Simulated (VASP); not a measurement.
HfB, 2 atoms in the cell. Symmetry: Fm-3m, No. 225, cubic system. Conventional cell: a = 4.882 Å, b = 4.882 Å, c = 4.882 Å, α = 90.00°, β = 90.00°, γ = 90.00°. Hf (site symmetry m-3m) has 6 B at 2.44 Å within 3.2 Å. B (site symmetry m-3m) has 6 Hf at 2.44 Å within 3.2 Å.  This cell differs from its parent crystal: volume scaled by 1.06.

| Property | Result |
| --- | --- |
| Program | VASP 6.6.1 |
| Task | single point |
| Functional | PBEsol |
| Potentials or basis | VASP PAW PBE potentials, release 64 (Hf_pv, B) |
| Cutoff | 520 eV |
| k mesh | 16 × 16 × 16 |
| Occupations | gaussian, width 0.1 eV |
| Spin | no spin polarisation |
| Dipole correction | no |
| Further INCAR settings | ALGO = Normal; EDIFF = 1e-06; NBANDS = 14 |

Potentials or basis: VASP PAW PBE potentials, release 64 (Hf_pv, B).

Launch:

```bash
$ cat potpaw_PBE.64/Hf_pv/POTCAR potpaw_PBE.64/B/POTCAR > POTCAR
$ mpirun -np 1 vasp_std > vasp.out
```

Hardware: 1 thread of Intel(R) Xeon(R) Platinum 8375C CPU @ 2.90GHz (Ice Lake), with other jobs on the host.

Q: Estimate the wall time of this run.

A: Wall time 44 s on 1 thread of Intel(R) Xeon(R) Platinum 8375C CPU @ 2.90GHz (Ice Lake), with other jobs on the host, peak memory 0.2 GiB. Counts: scf iterations 11, k points 145.
